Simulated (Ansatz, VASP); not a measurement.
# Ti in VASP and in Ansatz

```
Ti
1.0
    -1.52486    1.52486    1.64524
     1.52486   -1.52486    1.64524
     1.52486    1.52486   -1.64524
Ti
1
Direct
  0.00000 0.00000 0.00000
```

Change from the starting cell: strain -0.050 along x and y, +0.025 along z, atoms carried along.

Alike in both runs: task single point; functional PBEsol; k mesh 26 × 26 × 26; occupations gaussian, width 0.15 eV; no spin polarisation.

|  | VASP | Ansatz |
| --- | --- | --- |
| version | VASP 6.6.1 | Ansatz 0.2.0 |
| potentials or method | VASP PAW PBE potentials, release 64 (Ti_sv), cutoff 520 eV | scalar-relativistic, plane waves, PAW |
| valence electrons in the cell | 12 | 12 |

|  | VASP | Ansatz | Ansatz less VASP |
| --- | --- | --- | --- |
| gap on the k mesh at the Fermi level (eV) | none | none | - |
| pressure (GPa) | 9.8 | 10.2 | +0.43 |
| traceless stress, the component that is largest in VASP (GPa) | 0.51 | 0.51 | -0.009 |

VASP's potentials were made for PBE, not for PBEsol. A gap of «none» marks a metal or a gap that the smearing closes.
